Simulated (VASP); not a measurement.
# MnS (P6_3mc) in VASP: single point with LDA

Aim: the single point of MnS with LDA.

Everything below comes from runs of VASP 6.6.1. Logs are shortened: lines on timing, memory, paths and dates and some standing lists are left out, and cuts for length are marked.

**1. The cell of the first run**

It takes space group P6_3mc (No. 186, hexagonal). Conventional cell: a = 3.976 Å, b = 3.976 Å, c = 6.432 Å, α = 90.00°, β = 90.00°, γ = 120.00°. Mn (site symmetry 3m) has 4 S at 2.41 to 2.48 Å within 3.2 Å. Within 3.2 Å of S (site symmetry 3m) lie 4 Mn at 2.41 to 2.48 Å.

**2. Single point, LDA, collinear spin**

Contents of INCAR:

```
SYSTEM = MnS
PREC     = Accurate       ! precision mode
ENCUT    = 500            ! plane-wave cutoff, eV
EDIFF    = 1E-6           ! SCF threshold, eV
ISMEAR   = -1             ! smearing method
SIGMA    = 0.1            ! smearing width, eV
LREAL    = .False.        ! projectors in reciprocal space
LASPH    = .True.         ! aspherical terms in the spheres
NELM     = 200            ! most SCF steps
ALGO     = Normal         ! electronic algorithm
ISIF     = 2              ! what is computed and relaxed
LWAVE    = .False.        ! write WAVECAR
LCHARG   = .False.        ! write CHGCAR
ISPIN    = 2              ! spin polarisation
MAGMOM   = 4.5 0 0 0      ! initial moments
LORBIT   = 11             ! projections on sites
LMAXMIX  = 4              ! l up to which the mixer works
NBANDS   = 31             ! bands
GGA_COMPAT= .False.
```

Contents of KPOINTS:

```
regular mesh
0
Gamma
  7 7 4
  0 0 0
```

Contents of POSCAR:

```
MnS
1.0
    3.9760013000      0.0000000000      0.0000000000
   -1.9880006500      3.4433181300      0.0000000000
    0.0000000000      0.0000000000      6.4320000000
Mn S
2 2
Direct
    0.3333333300      0.6666666700      0.0000000000
    0.6666666700      0.3333333300      0.5000000000
    0.3333333300      0.6666666700      0.3850000000
    0.6666666700      0.3333333300      0.8850000000
```

Potentials or basis: VASP PAW LDA potentials, release 64 (Mn_pv, S).

Run with:

```bash
> cat potpaw_LDA.64/Mn_pv/POTCAR potpaw_LDA.64/S/POTCAR > POTCAR
> mpirun -np 1 vasp_std > vasp.out
```

OUTCAR:

```text
SYSTEM = MnS
   PREC = Accurate
   ENCUT = 500
   EDIFF = 1E-6
   ISMEAR = -1
   LREAL = .False.
   LASPH = .True.
   NELM = 200
   ISIF = 2
   ISPIN = 2
   LORBIT = 11

 ion  position               nearest neighbor table
   1  0.333  0.667  0.000-   4 2.41   4 2.41   4 2.41   3 2.48
   2  0.667  0.333  0.500-   3 2.41   3 2.41   3 2.41   4 2.48
   3  0.333  0.667  0.385-   2 2.41   2 2.41   2 2.41   1 2.48
   4  0.667  0.333  0.885-   1 2.41   1 2.41   1 2.41   2 2.48

  LATTYP: Found a hexagonal cell.
 ALAT       =     3.9760013000
 C/A-ratio  =     1.6177057085

  Lattice vectors:

 A1 = (   3.9760013000,   0.0000000000,   0.0000000000)
 A2 = (  -1.9880006500,   3.4433181300,   0.0000000000)
 A3 = (   0.0000000000,   0.0000000000,   6.4320000000)

Analysis of symmetry for initial positions (statically):
=====================================================================
 Subroutine PRICEL returns:
 Original cell was already a primitive cell.

 Routine SETGRP: Setting up the symmetry group for a
 hexagonal supercell.

 Subroutine GETGRP returns: Found 12 space group operations
 (whereof  6 operations were pure point group operations)
 out of a pool of 24 trial point group operations.

The static configuration has the point symmetry C_3v.
 The point group associated with its full space group is C_6v.

Analysis of symmetry for dynamics (positions and initial velocities):
=====================================================================
 Subroutine PRICEL returns:
 Original cell was already a primitive cell.

 Routine SETGRP: Setting up the symmetry group for a
 hexagonal supercell.

 Subroutine GETGRP returns: Found 12 space group operations
 (whereof  6 operations were pure point group operations)
 out of a pool of 24 trial point group operations.

The dynamic configuration has the point symmetry C_3v.
 The point group associated with its full space group is C_6v.

Analysis of structural, dynamic, and magnetic symmetry:
=====================================================================
 Subroutine PRICEL returns:
 Original cell was already a primitive cell.

 Routine SETGRP: Setting up the symmetry group for a
 hexagonal supercell.

 Subroutine GETGRP returns: Found  6 space group operations
 (whereof  6 operations were pure point group operations)
 out of a pool of 24 trial point group operations.

The overall configuration has the point symmetry C_3v.

 Subroutine INISYM returns: Found  6 space group operations
 (whereof  6 operations are pure point group operations),
 and found     1 'primitive' translations

----------------------------------------------------------------------------------------

                                     Primitive cell

  volume of cell :      88.0582

  direct lattice vectors                    reciprocal lattice vectors
     3.976001300  0.000000000  0.000000000     0.251508972  0.145208773  0.000000000
    -1.988000650  3.443318130  0.000000000     0.000000000  0.290417546  0.000000000
     0.000000000  0.000000000  6.432000000     0.000000000  0.000000000  0.155472637

  length of vectors
     3.976001300  3.976001299  6.432000000     0.290417546  0.290417546  0.155472637

  position of ions in fractional coordinates (direct lattice)
     0.333333330  0.666666670  0.000000000
     0.666666670  0.333333330  0.500000000
     0.333333330  0.666666670  0.385000000
     0.666666670  0.333333330  0.885000000

  ion indices of the primitive-cell ions
   primitive index   ion index
                 1           1
                 2           2
                 3           3
                 4           4

----------------------------------------------------------------------------------------

 KPOINTS: regular mesh

Automatic generation of k-mesh.
 Grid dimensions read from file:
 generate k-points for:    7    7    4

 Generating k-lattice:

  Cartesian coordinates                     Fractional coordinates (reciprocal lattice)
     0.035929853  0.020744110  0.000000000     0.142857143  0.000000000  0.000000000
     0.000000000  0.041488221  0.000000000     0.000000000  0.142857143  0.000000000
     0.000000000  0.000000000  0.038868159     0.000000000  0.000000000  0.250000000

  Length of vectors
     0.041488221  0.041488221  0.038868159

  Shift w.r.t. Gamma in fractional coordinates (k-lattice)
     0.000000000  0.000000000  0.000000000

 Subroutine IBZKPT returns following result:
 ===========================================

 Found     28 irreducible k-points:

 Following reciprocal coordinates:
            Coordinates               Weight
  0.000000  0.000000  0.000000      1.000000
  0.142857 -0.000000  0.000000      6.000000
  0.285714 -0.000000  0.000000      6.000000
  0.428571  0.000000  0.000000      6.000000
  0.142857  0.142857  0.000000      6.000000
  0.285714  0.142857  0.000000     12.000000
[... 16 lines left out ...]
  0.285714 -0.000000  0.500000      6.000000
  0.428571  0.000000  0.500000      6.000000
 [... further k-points ...]
   k-points           NKPTS =     28   k-points in BZ     NKDIM =     28   number of bands    NBANDS=     31
   number of dos      NEDOS =    301   number of ions     NIONS =      4
   total plane-waves  NPLWV =  43200
   dimension x,y,z NGX =    30 NGY =   30 NGZ =   48
   dimension x,y,z NGXF=    60 NGYF=   60 NGZF=   96
   ions per type =               2   2
   NGX,Y,Z   is equivalent  to a cutoff of  12.54, 12.54, 12.41 a.u.
   NGXF,Y,Z  is equivalent  to a cutoff of  25.09, 25.09, 24.81 a.u.
 SYSTEM =  MnS
   PREC   = accura    normal or accurate (medium, high low for compatibility)
   ISTART =      0    job   : 0-new  1-cont  2-samecut
   ICHARG =      2    charge: 1-file 2-atom 10-const
   ISPIN  =      2    spin polarized calculation?
   LNONCOLLINEAR =      F non collinear calculations
   LSORBIT =      F    spin-orbit coupling
   LASPH  =      T    aspherical Exc in radial PAW
   ENCUT  =  500.0 eV  36.75 Ry    6.06 a.u.   7.25  7.25 11.73*2*pi/ulx,y,z
   NELM   =    200;   NELMIN=  2; NELMDL= -5     # of ELM steps
   EDIFF  = 0.1E-05   stopping-criterion for ELM
   LREAL  =      F    real-space projection
   EDIFFG = 0.1E-04   stopping-criterion for IOM
   NSW    =      0    number of steps for IOM
   IBRION =     -1    ionic relax: 0-MD 1-quasi-New 2-CG
   NFREE  =      0    steps in history (QN), initial steepest desc. (CG)
   ISIF   =      2    stress and relaxation
   ISYM   =      2    0-nonsym 1-usesym 2-fastsym
   POTIM  = 0.5000    time-step for ionic-motion
   TEBEG  =    0.0;   TEEND  =   0.0 temperature during run
   PSTRESS=    0.0 pullay stress
   NELECT =      38.0000    total number of electrons
   NUPDOWN=      -1.0000    fix difference up-down
   EMIN   =  10.00;   EMAX   =-10.00  energy-range for DOS
   EFERMI =   0.00;   METHOD = LEGACY
   ISMEAR =    -1;   SIGMA  =   0.10  broadening in eV -4-tet -1-fermi 0-gaus
   EFERMI_NEDOS =   21; number of points for ismear=-14 and -15
   IALGO  =     38    algorithm
   IMIX   =      4    mixing-type and parameters
     AMIX     =   0.40;   BMIX     =  1.00
     AMIX_MAG =   1.60;   BMIX_MAG =  1.00
  volume/ion in A,a.u.               =      22.01       148.56
  Fermi-wavevector in a.u.,A,eV,Ry     =   1.237123  2.337823 20.823345  1.530473
  Thomas-Fermi vector in A             =   2.371703
   LORBIT       =     11    0 simple, 1 ext, 2 COOP (PROOUT), +10 PAW based schemes
   GGA     = CA    functional components
   LHFCALC =     F    Hartree Fock is set to
   AEXX    =    0.0000 exact exchange contribution
   IVDW    =     0    specifies the selected vdW correction
   LEPSILON=     F    determine dielectric tensor
   LRPA    =     F    only Hartree local field effects (RPA)
 spin polarized calculation
  energy-cutoff  :      500.00
  volume of cell :       88.06
 maximum number of plane-waves:      2273
 NGX is ok and might be reduce to    30
   NGX = 15   NGY = 15   NGZ = 23

 number of electron      37.9999995 magnetization       4.6141782

 Free energy of the ion-electron system (eV)
  ---------------------------------------------------
  ext. energy  EPLUGINS =         0.00000000
  ---------------------------------------------------
  free energy    TOTEN  =       -28.56617900 eV

  energy without entropy =      -28.35700903  energy(sigma->0) =      -28.46159401

 E-fermi :   3.8060     XC(G=0):  -9.7396

 val. band max:        3.7977489176   @ k =   0.4286   0.0000   0.2500
 cond. band min:       3.8129291793   @ k =   0.4286   0.1429   0.2500
 fundamental gap:      0.0151802618
 Fermi energy:         3.8060094035

 spin component 1

 k-point     1 :       0.0000    0.0000    0.0000
  band No.  band energies     occupation
      1     -45.9368      1.00000
      2     -45.9368      1.00000
      3     -45.8941      1.00000
      4     -43.6581      1.00000
      5     -43.6581      1.00000
      6     -43.6017      1.00000
[... 23 lines left out ...]
     30      11.3342      0.00000
     31      11.3701      0.00000
[... 751 lines left out ...]
      1     -45.9393      1.00000
      2     -45.9374      1.00000
      3     -45.8938      1.00000
      4     -43.6610      1.00000
      5     -43.6588      1.00000
      6     -43.6014      1.00000
[... 23 lines left out ...]
     30      11.6269      0.00000
     31      11.9840      0.00000

 [... further k-points ...]

 spin component 2

 k-point     1 :       0.0000    0.0000    0.0000
  band No.  band energies     occupation
      1     -43.4913      1.00000
      2     -43.4002      1.00000
      3     -43.4002      1.00000
      4     -42.0570      1.00000
      5     -42.0570      1.00000
      6     -42.0447      1.00000
[... 23 lines left out ...]
     30      11.5682      0.00000
     31      11.7089      0.00000
[... 751 lines left out ...]
      1     -43.4909      1.00000
      2     -43.4032      1.00000
      3     -43.4009      1.00000
      4     -42.0605      1.00000
      5     -42.0578      1.00000
      6     -42.0442      1.00000
[... 23 lines left out ...]
     30      11.8939      0.00000
     31      12.5259      0.00000

 [... further k-points ...]
[... 5 lines left out ...]
  --------------------------------------------------------------------------------------
  -------------------------------------------------------------------------------------
  Total       -9.2132234     -9.2132234     -8.9830438     -0.0000000      0.0000000      0.0000000
  in kB     -167.6302841   -167.6302840   -163.4422745     -0.0000000      0.0000000      0.0000000
  external PRESSURE =    -166.2342809 kB  Pullay stress =       0.0000000 kB

 VOLUME and BASIS-vectors are now :
 -----------------------------------------------------------------------------
  energy-cutoff  :      500.00
  volume of cell :       88.06
      direct lattice vectors                 reciprocal lattice vectors
     3.976001300  0.000000000  0.000000000     0.251508972  0.145208773  0.000000000
    -1.988000650  3.443318130  0.000000000     0.000000000  0.290417546  0.000000000
     0.000000000  0.000000000  6.432000000     0.000000000  0.000000000  0.155472637

 POSITION                                       TOTAL-FORCE (eV/Angst)
 -----------------------------------------------------------------------------------
     -0.00000      2.29555      0.00000        -0.000000     -0.000000      0.335001
      1.98800      1.14777      3.21600         0.000000      0.000000     -0.026687
     -0.00000      2.29555      2.47632         0.000000     -0.000000      0.795597
      1.98800      1.14777      5.69232        -0.000000      0.000000     -1.103911
 -----------------------------------------------------------------------------------
    total drift:                               -0.000000     -0.000000     -0.000280

  FREE ENERGIE OF THE ION-ELECTRON SYSTEM (eV)
  ---------------------------------------------------
  free  energy   TOTEN  =       -28.5661789970 eV

  energy  without entropy=      -28.3570090280  energy(sigma->0) =      -28.46159401

 total charge

# of ion       s       p       d       tot
------------------------------------------
    1        0.264   6.194   4.964  11.422
    2        0.243   6.156   5.110  11.509
    3        1.319   2.300   0.000   3.619
    4        1.319   2.365   0.000   3.684
--------------------------------------------------
tot          3.145  17.016  10.073  30.234

 magnetization (x)

# of ion       s       p       d       tot
------------------------------------------
    1        0.035   0.045   3.881   3.961
    2        0.007   0.004   0.217   0.228
    3        0.003  -0.010   0.000  -0.007
    4        0.006   0.019   0.000   0.025
--------------------------------------------------
tot          0.051   0.058   4.097   4.207
```

Wall time 2.7 min (1 thread of Intel Xeon Platinum 8259CL at 2.50GHz (Skylake/Cascade Lake), shared host); peak memory 0.24 GiB.

What came out:

```yaml
Free_energy: -28.5662 eV
Pressure: -16.6 GPa
Largest_force: 1.104 eV/Å
Net_moment: 4.61 μB per cell
Site_moments: Mn +3.96, +0.23; S -0.01, +0.03 μB
Valence_electrons_inside_the_program's_atomic_spheres: Mn 11.42, 11.51; S 3.62, 3.68
```

Forces on the atoms (eV/Å):
```
Mn   0.000  0.000  0.335
Mn   0.000  0.000 -0.027
S    0.000  0.000  0.796
S    0.000  0.000 -1.104
```

Caveat: semilocal functionals often make such compounds metallic where correlation or magnetic order opens a gap, which also shifts bond lengths; forces of over 1 eV/Å act on the atoms, so gaps and moduli don't describe the material at rest.
